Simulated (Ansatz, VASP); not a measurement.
# One calculation of WSe2, two programs

File INCAR:

```
PREC = Accurate
ENCUT = 520
EDIFF = 1E-6
ISMEAR = -5
SIGMA = 0.05
LREAL = False
LASPH = True
NELM = 80
ALGO = Normal
ISIF = 2
LWAVE = False
LCHARG = True
GGA = PE
LELF = True
LVHAR = True
NBANDS = 49
```

File KPOINTS:

```
Automatic mesh
0
Gamma
  12 12 1
```

Contents of POSCAR:

```
WSe2
1.0
    3.3206078107      0.0000000000      0.0000000000
   -1.6603039053      2.8757307201      0.0000000000
    0.0000000000      0.0000000000     31.0209653925
W Se
3 6
Direct
    0.6666666667      0.3333333333      0.0000000000
    0.3333333333      0.6666666667      0.7543470704
    0.3333333333      0.6666666667      0.2456529296
    0.3333333333      0.6666666667      0.0541018954
    0.6666666667      0.3333333333      0.8084497294
    0.6666666667      0.3333333333      0.2997487775
    0.3333333333      0.6666666667      0.9458981046
    0.6666666667      0.3333333333      0.7002512225
    0.6666666667      0.3333333333      0.1915502706
```

Input for Ansatz:

```yaml
crystal:
  lattice:
    - [3.3206078107, 0.0, 0.0]
    - [-1.6603039053, 2.8757307201, 0.0]
    - [0.0, 0.0, 31.0209653925]
  atoms:
    - { symbol: W, position: [0.6666666667, 0.3333333333, 0.0] }
    - { symbol: W, position: [0.3333333333, 0.6666666667, 0.7543470704] }
    - { symbol: W, position: [0.3333333333, 0.6666666667, 0.2456529296] }
    - { symbol: Se, position: [0.3333333333, 0.6666666667, 0.0541018954] }
    - { symbol: Se, position: [0.6666666667, 0.3333333333, 0.8084497294] }
    - { symbol: Se, position: [0.6666666667, 0.3333333333, 0.2997487775] }
    - { symbol: Se, position: [0.3333333333, 0.6666666667, 0.9458981046] }
    - { symbol: Se, position: [0.6666666667, 0.3333333333, 0.7002512225] }
    - { symbol: Se, position: [0.6666666667, 0.3333333333, 0.1915502706] }
basis:
  ecutwfc: 420
kpoints:
  mp_grid: { grid: [12, 12, 1] }
hamiltonian:
  xc: pbe
scf:
  occupations: { method: tetrahedron }
output:
  forces: true
  eigenvalues: true
  stress: true
```

Alike in both runs: task single point; functional PBE; k mesh 12 × 12 × 1; occupations tetrahedron; no spin polarisation.

```csv
,VASP,Ansatz
version,VASP 6.6.1,Ansatz 0.2.0
potentials or method,"VASP PAW PBE potentials, release 64 (W_sv, Se), cutoff 520 eV","scalar-relativistic, plane waves, PAW"
valence electrons in the cell,78,138
```

```csv
,VASP,Ansatz,Ansatz less VASP
gap on the k mesh at the Fermi level (eV),1.53,1.53,+0.001
rms of the force components (eV/Å),0.021,0.000,-0.0207
```

Atom by atom the forces differ by 0.021 eV/Å (rms over components). VASP's potentials hold 78 valence electrons a cell and Ansatz's 138, so a difference there can come from the potentials and not from the codes. Ansatz's warnings: band table not solved further, tetrahedron derivatives may miss energy slope.

Neither program's run includes spin-orbit coupling.
